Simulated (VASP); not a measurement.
Wanted: the native input for a VASP 6.6.1 run.

```
Task                   : relaxation of cell and atoms
Functional             : PBE
Potentials or basis    : VASP PAW PBE potentials, release 64 (Ca_sv, H)
Cutoff                 : 600 eV
k mesh                 : 18 × 18 × 18
Occupations            : gaussian, width 0.1 eV
Spin                   : no spin polarisation
Dipole correction      : no
Further INCAR settings : ALGO = Normal; EDIFF = 1e-06; IBRION = 2; EDIFFG = -0.01; NSW = 100; ISIF = 3
```

The structure of CaH lies in POSCAR:

```
CaH
1.0
    1.8682500000      1.0786346400      3.0781093200
   -1.8682500000      1.0786346400      3.0781093200
    0.0000000000     -2.1572692800      3.0781093200
Ca H
1 1
Direct
    0.5000000000      0.5000000000      0.5000000000
    0.0000000000      0.0000000000      0.0000000000
```

These files were run (other wordings do the same):

INCAR

```
SYSTEM = CaH
PREC = Accurate ; ENCUT = 600
EDIFF = 1E-6 ; ISMEAR = 0
SIGMA = 0.1 ; LREAL = .False.
LASPH = .True. ; NELM = 100
ALGO = Normal ; ISIF = 3
LWAVE = .False. ; LCHARG = .False.
GGA = PE ; IBRION = 2
NSW = 100 ; EDIFFG = -0.01
```

KPOINTS

```
regular mesh
0
Gamma
  18 18 18
  0 0 0
```

Potentials or basis: VASP PAW PBE potentials, release 64 (Ca_sv, H).

Command:

```console
$ cat potpaw_PBE.64/Ca_sv/POTCAR potpaw_PBE.64/H/POTCAR > POTCAR
$ mpirun -np 1 vasp_std > vasp.out
```

Results of the run:

```json
{
  "Relaxed volume": "17.10 Å³/atom",
  "Relaxed cell": "a = 3.643 Å, b = 3.643 Å, c = 3.643 Å, α = 60.01°, β = 60.01°, γ = 60.01°",
  "Space group after relaxing (to 0.05 Å)": "Fm-3m (No. 225)",
  "Energy gained by relaxing": "13.0 meV/atom",
  "Ionic steps": "7",
  "Pressure after relaxing": "-0.1 GPa"
}
```

It took 13 min on 1 thread of Intel(R) Xeon(R) Platinum 8488C (Sapphire Rapids), with other jobs on the host, peak memory 0.43 GiB.
